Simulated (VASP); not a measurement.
A run of VASP 6.6.1 is set up as follows.

The input INCAR:

```
ALGO     = Normal         # electronic algorithm
EDIFF    = 1E-8           # SCF threshold, eV
ENCUT    = 550            # plane-wave cutoff, eV
GGA_COMPAT= F            
IBRION   = 6              # ionic algorithm
ISIF     = 3              # what is computed and relaxed
ISMEAR   = 0              # smearing method
LASPH    = T              # aspherical terms in the spheres
LCHARG   = F              # write CHGCAR
LMIXTAU  = T            
LREAL    = F              # projectors in reciprocal space
LWAVE    = F              # write WAVECAR
METAGGA  = R2SCAN         # meta-GGA
NELM     = 120            # most SCF steps
NFREE    = 2            
NSW      = 1              # ionic steps
POTIM    = 0.015          # step
PREC     = Accurate       # precision mode
SIGMA    = 0.01           # smearing width, eV
```

KPOINTS

```
k-points
0
Gamma
  8 8 8
```

File POSCAR:

```
AlP
1.0
    0.0000000000      2.7392240195      2.7392240195
    2.7392240195      0.0000000000      2.7392240195
    2.7392240195      2.7392240195      0.0000000000
Al P
1 1
Direct
    0.0000000000      0.0000000000      0.0000000000
    0.7500000000      0.7500000000      0.7500000000
```

Potentials or basis: VASP PAW PBE potentials, release 64 (Al, P).

Run with:

```console
$ cat potpaw_PBE.64/Al/POTCAR potpaw_PBE.64/P/POTCAR > POTCAR
$ mpirun -np 1 vasp_std > vasp.out
```

(1) What does it give for the elastic constants C11, C12, C44?

(2) What does it give for the Voigt bulk modulus?

(3) Predict the highest phonon frequency at Γ, LO-TO splitting left out.

Results:

(1) 138, 67, 68 GPa.

(2) 90 GPa.

(3) 438 cm⁻¹.

Caveat: the PAW data sets were made with another functional, which shifts forces and pressure a little.
